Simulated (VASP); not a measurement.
# Os (Im-3m) in VASP: further runs, part 2 of 2

VASP 6.6.1. Earlier steps stand in the parts before.

## 3. Single point, LDA

This run uses another cell than the first one, of 14.15 Å³/atom.

File INCAR:

```
  PREC = Accurate
  ENCUT = 520
  EDIFF = 1E-6
  ISMEAR = -1
  SIGMA = 0.1
  LREAL = False
  LASPH = True
  NELM = 60
  ALGO = Normal
  ISIF = 2
  LWAVE = False
  LCHARG = True
  LELF = True
  LVHAR = True
  NBANDS = 10
```

File KPOINTS:

```
regular mesh
0
Gamma
  24 24 24
```

File POSCAR:

```
Os
1.0
   -1.5238561212      1.5238561212      1.5238561212
    1.5238561212     -1.5238561212      1.5238561212
    1.5238561212      1.5238561212     -1.5238561212
Os
1
Direct
    0.0000000000      0.0000000000      0.0000000000
```

Potentials or basis: VASP PAW LDA potentials, release 64 (Os).

Started as:

```bash
cat potpaw_LDA.64/Os/POTCAR > POTCAR
mpirun -np 1 vasp_std > vasp.out
```

OUTCAR:

```text
PREC = Accurate
   ENCUT = 520
   EDIFF = 1E-6
   ISMEAR = -1
   LREAL = False
   LASPH = True
   NELM = 60
   ISIF = 2

 ion  position               nearest neighbor table
   1  0.000  0.000  0.000-

  LATTYP: Found a body centered cubic cell.
 ALAT       =     3.0477122424

  Lattice vectors:

 A1 = (  -1.5238561212,   1.5238561212,   1.5238561212)
 A2 = (   1.5238561212,  -1.5238561212,   1.5238561212)
 A3 = (   1.5238561212,   1.5238561212,  -1.5238561212)

Analysis of symmetry for initial positions (statically):
=====================================================================
 Subroutine PRICEL returns:
 Original cell was already a primitive cell.

 Routine SETGRP: Setting up the symmetry group for a
 body centered cubic supercell.

 Subroutine GETGRP returns: Found 48 space group operations
 (whereof 48 operations were pure point group operations)
 out of a pool of 48 trial point group operations.

The static configuration has the point symmetry O_h .

Analysis of symmetry for dynamics (positions and initial velocities):
=====================================================================
 Subroutine PRICEL returns:
 Original cell was already a primitive cell.

 Routine SETGRP: Setting up the symmetry group for a
 body centered cubic supercell.

 Subroutine GETGRP returns: Found 48 space group operations
 (whereof 48 operations were pure point group operations)
 out of a pool of 48 trial point group operations.

The dynamic configuration has the point symmetry O_h .

 Subroutine INISYM returns: Found 48 space group operations
 (whereof 48 operations are pure point group operations),
 and found     1 'primitive' translations

----------------------------------------------------------------------------------------

[... 110 lines left out ...]
     AMIX_MAG =   1.60;   BMIX_MAG =  1.00
  volume/ion in A,a.u.               =      14.15        95.52
  Fermi-wavevector in a.u.,A,eV,Ry     =   1.353550  2.557838 24.927189  1.832097
  Thomas-Fermi vector in A             =   2.480796
   LORBIT       =      0    0 simple, 1 ext, 2 COOP (PROOUT), +10 PAW based schemes
   GGA     = CA    functional components
   LHFCALC =     F    Hartree Fock is set to
   AEXX    =    0.0000 exact exchange contribution
   IVDW    =     0    specifies the selected vdW correction
   LEPSILON=     F    determine dielectric tensor
   LRPA    =     F    only Hartree local field effects (RPA)
 non-spin polarized calculation
  energy-cutoff  :      520.00
  volume of cell :       14.15
 maximum number of plane-waves:       394
   NGX =  9   NGY =  9   NGZ =  9

 number of electron       8.0000002 magnetization

 Free energy of the ion-electron system (eV)
  ---------------------------------------------------
  ext. energy  EPLUGINS =         0.00000000
  ---------------------------------------------------
  free energy    TOTEN  =       -11.74826766 eV

  energy without entropy =      -11.70507349  energy(sigma->0) =      -11.72667058

 E-fermi :   9.4913     XC(G=0): -14.1041

 val. band max:        9.4892561627   @ k =   0.3333   0.2083   0.0417
 cond. band min:       9.4953946957   @ k =   0.0833   0.0833   0.0000
 fundamental gap:      0.0061385330
 Fermi energy:         9.4912962591

 k-point     1 :       0.0000    0.0000    0.0000
  band No.  band energies     occupation
      1      -1.5539      2.00000
      2       6.0334      2.00000
      3       6.0334      2.00000
      4       6.0334      2.00000
      5       9.3976      1.43712
      6       9.3976      1.43712
      7      25.7955      0.00000
      8      25.7955      0.00000
      9      25.7955      0.00000
     10      38.0164      0.00000
[... 287 lines left out ...]
 k-point    24 :       0.4583    0.0417    0.0000
  band No.  band energies     occupation
      1       1.6423      2.00000
      2       3.9396      2.00000
      3       8.8794      1.99561
      4       9.2996      1.74350
      5      10.3011      0.00061
      6      12.9825      0.00000
      7      18.8228      0.00000
      8      22.1749      0.00000
      9      26.7738      0.00000
     10      34.1256      0.00000

 [... further k-points ...]

------------------------ aborting loop because EDIFF is reached ----------------------------------------

  FORCE on cell =-STRESS in cart. coord.  units (eV):
  Direction    XX          YY          ZZ          XY          YZ          ZX
  --------------------------------------------------------------------------------------
  -------------------------------------------------------------------------------------
  Total        0.0840785      0.0840785      0.0840785      0.0000000      0.0000000      0.0000000
  in kB        9.5170830      9.5170830      9.5170830      0.0000000      0.0000000      0.0000000
  external PRESSURE =       9.5170830 kB  Pullay stress =       0.0000000 kB

 VOLUME and BASIS-vectors are now :
 -----------------------------------------------------------------------------
  energy-cutoff  :      520.00
  volume of cell :       14.15
      direct lattice vectors                 reciprocal lattice vectors
    -1.523856121  1.523856121  1.523856121     0.000000000  0.328114966  0.328114966
     1.523856121 -1.523856121  1.523856121     0.328114966  0.000000000  0.328114966
     1.523856121  1.523856121 -1.523856121     0.328114966  0.328114966  0.000000000

 POSITION                                       TOTAL-FORCE (eV/Angst)
 -----------------------------------------------------------------------------------
      0.00000      0.00000      0.00000         0.000000      0.000000     -0.000000
 -----------------------------------------------------------------------------------
    total drift:                                0.000000      0.000000     -0.000000

  FREE ENERGIE OF THE ION-ELECTRON SYSTEM (eV)
  ---------------------------------------------------
  free  energy   TOTEN  =       -11.7482676605 eV

  energy  without entropy=      -11.7050734933  energy(sigma->0) =      -11.72667058
```

OSZICAR:

```text
N       E                     dE             d eps       ncg     rms          rms(c)
DAV:   1     0.342217645896E+02    0.34222E+02   -0.42240E+03  8468   0.741E+02
DAV:   2    -0.113761952770E+02   -0.45598E+02   -0.42929E+02  8514   0.199E+02
DAV:   3    -0.124463424689E+02   -0.10701E+01   -0.10615E+01  9642   0.276E+01
DAV:   4    -0.124489046548E+02   -0.25622E-02   -0.25617E-02  9108   0.152E+00
DAV:   5    -0.124489123653E+02   -0.77105E-05   -0.77097E-05  9322   0.759E-02    0.238E+01
DAV:   6    -0.118994817441E+02    0.54943E+00   -0.64692E-01  9280   0.630E+00    0.108E+01
DAV:   7    -0.117530483001E+02    0.14643E+00   -0.41654E-01  9744   0.476E+00    0.882E-01
DAV:   8    -0.117502556738E+02    0.27926E-02   -0.19091E-03  8684   0.349E-01    0.571E-01
DAV:   9    -0.117482694788E+02    0.19862E-02   -0.13132E-03  9018   0.370E-01    0.136E-02
DAV:  10    -0.117482675571E+02    0.19217E-05   -0.11828E-05  8918   0.276E-02    0.146E-02
DAV:  11    -0.117482676605E+02   -0.10346E-06   -0.41691E-07  5554   0.953E-03
   1 F= -.11748268E+02 E0= -.11726671E+02  d E =-.431942E-01
```

stdout:

```text
POSCAR found type information on POSCAR Os
 POSCAR found :  1 types and       1 ions
 scaLAPACK will be used
 LDA part: xc-table for (Slater(with rela. corr.)+CA(PZ))
 , standard interpolation
 POSCAR, INCAR and KPOINTS ok, starting setup
 FFT: planning ... GRIDC
 FFT: planning ... GRID_SOFT
 FFT: planning ... GRID
 WAVECAR not read
 entering main loop
```

It took 69 s on 1 thread of Intel Xeon 8259CL, shared host; peak memory 0.17 GiB.

Results:

- Free energy: -11.7483 eV
- Pressure: 1.0 GPa
- Band gap on the k mesh: zero (bands 4 and 5 overlap by 4.78 eV)

Levels at points of the mesh, in eV from the Fermi level:
```
           k point  band 1  band 2  band 3  band 4  band 5  band 6  band 7  band 8  band 9
(0.00, 0.00, 0.00)  -11.05   -3.46   -3.46   -3.46   -0.09   -0.09   16.30   16.30   16.30
(0.50, 0.00, 0.00)   -7.91   -5.58   -0.22   -0.10    0.57    3.38    9.30   12.56   17.34
(0.50, 0.50, 0.50)   -7.55   -7.55    2.51    2.51    2.51    8.07    8.07    8.07   15.79
```

Caveat: spin-orbit coupling is left out, which moves the levels of the heavy elements.

## 4. Single point, LDA, non-collinear spin, zero start, spin-orbit coupling

This run uses another cell than the first one, of 14.15 Å³/atom.

File INCAR:

```
PREC = Accurate ; ENCUT = 520
EDIFF = 1E-6 ; ISMEAR = -1
SIGMA = 0.1 ; LREAL = F
LASPH = T ; NELM = 150
ALGO = Normal ; ISIF = 2
LWAVE = F ; LCHARG = F
MAGMOM = 0 0 0 ; LORBIT = 11
LSORBIT = T ; GGA_COMPAT = F
LORBMOM = T ; LMAXMIX = 4
NBANDS = 19
```

File KPOINTS:

```
Automatic mesh
0
Gamma
  14 14 14
```

POSCAR is that of step 3.

Potentials or basis: VASP PAW LDA potentials, release 64 (Os).

Started as:

```bash
cat potpaw_LDA.64/Os/POTCAR > POTCAR
mpirun -np 1 vasp_ncl > vasp.out
```

OUTCAR:

```text
PREC = Accurate
   ENCUT = 520
   EDIFF = 1E-6
   ISMEAR = -1
   LREAL = F
   LASPH = T
   NELM = 150
   ISIF = 2
   LORBIT = 11
   LSORBIT = T

 ion  position               nearest neighbor table
   1  0.000  0.000  0.000-

  LATTYP: Found a body centered cubic cell.
 ALAT       =     3.0477122424

  Lattice vectors:

 A1 = (  -1.5238561212,   1.5238561212,   1.5238561212)
 A2 = (   1.5238561212,  -1.5238561212,   1.5238561212)
 A3 = (   1.5238561212,   1.5238561212,  -1.5238561212)

Analysis of symmetry for initial positions (statically):
=====================================================================
 Subroutine PRICEL returns:
 Original cell was already a primitive cell.

 Routine SETGRP: Setting up the symmetry group for a
 body centered cubic supercell.

 Subroutine GETGRP returns: Found 48 space group operations
 (whereof 48 operations were pure point group operations)
 out of a pool of 48 trial point group operations.

The static configuration has the point symmetry O_h .

Analysis of symmetry for dynamics (positions and initial velocities):
=====================================================================
 Subroutine PRICEL returns:
 Original cell was already a primitive cell.

 Routine SETGRP: Setting up the symmetry group for a
 body centered cubic supercell.

 Subroutine GETGRP returns: Found 48 space group operations
 (whereof 48 operations were pure point group operations)
[... 731 lines left out ...]

 orbital moment (x)

 # of ion     p       d       tot
 ----------------------------------------
  1         0.000  -0.000  -0.000
 ----------------------------------------
            0.000  -0.000  -0.000

 orbital moment (y)

 # of ion     p       d       tot
 ----------------------------------------
  1        -0.000  -0.000  -0.000
 ----------------------------------------
           -0.000  -0.000  -0.000

 orbital moment (z)

 # of ion     p       d       tot
 ----------------------------------------
  1         0.000   0.000   0.000
 ----------------------------------------
            0.000   0.000   0.000

 Spin-Orbit-Coupling matrix elements

 Ion:    1  E_soc:     -0.7330350
 l=   1
     0.0000000    -0.0427512    -0.0427512
    -0.0427512     0.0000000    -0.0427512
    -0.0427512    -0.0427512     0.0000000
 l=   2
     0.0000000    -0.0103594     0.0000000    -0.0103594    -0.0690620
    -0.0103594     0.0000000    -0.0517965    -0.0103594    -0.0172655
     0.0000000    -0.0517965     0.0000000    -0.0517965     0.0000000
    -0.0103594    -0.0103594    -0.0517965     0.0000000    -0.0172655
    -0.0690620    -0.0172655     0.0000000    -0.0172655     0.0000000
 l=   3
     0.0000000     0.0000000     0.0000000     0.0000000     0.0000000     0.0000000     0.0000000
     0.0000000     0.0000000     0.0000000     0.0000000     0.0000000     0.0000000     0.0000000
     0.0000000     0.0000000     0.0000000     0.0000000     0.0000000     0.0000000     0.0000000
     0.0000000     0.0000000     0.0000000     0.0000000     0.0000000     0.0000000     0.0000000
     0.0000000     0.0000000     0.0000000     0.0000000     0.0000000     0.0000000     0.0000000
     0.0000000     0.0000000     0.0000000     0.0000000     0.0000000     0.0000000     0.0000000
     0.0000000     0.0000000     0.0000000     0.0000000     0.0000000     0.0000000     0.0000000

 total charge

# of ion       s       p       d       tot
------------------------------------------
    1        0.650   0.735   6.208   7.592

 magnetization (x)

# of ion       s       p       d       tot
------------------------------------------
    1        0.000  -0.000  -0.000  -0.000

 magnetization (y)

# of ion       s       p       d       tot
------------------------------------------
    1        0.000   0.000  -0.000  -0.000

 magnetization (z)

# of ion       s       p       d       tot
------------------------------------------
    1        0.000  -0.000  -0.000  -0.000
```

OSZICAR:

```text
N       E                     dE             d eps       ncg     rms          rms(c)
DAV:   1     0.484328825141E+02    0.48433E+02   -0.35831E+03  4040   0.797E+02
DAV:   2    -0.107968448748E+02   -0.59230E+02   -0.50682E+02  4126   0.256E+02
DAV:   3    -0.127887752327E+02   -0.19919E+01   -0.19446E+01  4745   0.427E+01
DAV:   4    -0.127969007869E+02   -0.81256E-02   -0.81212E-02  4579   0.281E+00
DAV:   5    -0.127969348743E+02   -0.34087E-04   -0.34087E-04  4576   0.181E-01    0.251E+01
DAV:   6    -0.122611486988E+02    0.53579E+00   -0.32476E-01  4697   0.649E+00    0.119E+01
DAV:   7    -0.121166845442E+02    0.14446E+00   -0.19548E-01  4944   0.475E+00    0.394E+00
DAV:   8    -0.121137353748E+02    0.29492E-02   -0.30784E-03  4305   0.569E-01    0.787E-01
DAV:   9    -0.121115905175E+02    0.21449E-02   -0.27272E-03  4490   0.620E-01    0.272E-01
DAV:  10    -0.121113104444E+02    0.28007E-03   -0.10658E-04  4369   0.125E-01    0.336E-02
DAV:  11    -0.121113101977E+02    0.24668E-06   -0.46511E-07  3840   0.892E-03
   1 F= -.12111310E+02 E0= -.12091412E+02  d E =-.397968E-01  mag=    -0.0000     0.0000    -0.0000
```

stdout:

```text
POSCAR found type information on POSCAR Os
 POSCAR found :  1 types and       1 ions
 scaLAPACK will be used
 LDA part: xc-table for (Slater(with rela. corr.)+CA(PZ))
 , standard interpolation
 POSCAR, INCAR and KPOINTS ok, starting setup
 FFT: planning ... GRIDC
 FFT: planning ... GRID_SOFT
 FFT: planning ... GRID
 WAVECAR not read
 entering main loop
```

Wall time 74 s (1 thread of Intel Xeon 8259CL, shared host); peak memory 0.17 GiB.

Results:

| Quantity | Value |
| --- | --- |
| Free energy | -12.1113 eV |
| Pressure | 1.8 GPa |
| Net moment | 0.00 μB per cell |
| Valence electrons inside the program's atomic spheres | Os 7.59 |

Moments on the atoms (μB; x, y, z):
```
Os  0.00 0.00 0.00
```

## 5. Overview

```tsv
task	spin	cell	k mesh	cutoff (eV)	gap on the mesh (eV)	pressure (GPa)
relaxation of cell and atoms	off	relaxed from a = 2.629 Å, angles 109.5°, 1 atom	14 × 14 × 14	600	none	0.0
single point	off	a = 2.639 Å, angles 109.5°, 1 atom	24 × 24 × 24	520	none	1.0
single point	non-collinear, zero start, SOC	a = 2.639 Å, angles 109.5°, 1 atom	14 × 14 × 14	520	-	1.8
```

Alike in all rows: level LDA; potentials or basis VASP PAW LDA potentials, release 64 (Os); smearing fermi-dirac 0.1 eV.

Caveats: spin-orbit coupling is left out, which moves the levels of the heavy elements (at least some runs).

Total energies depend on the potentials used, so only differences within one code and one set of settings carry meaning.

The gap in the log of VASP goes by the Fermi energy; the results here count the filled bands.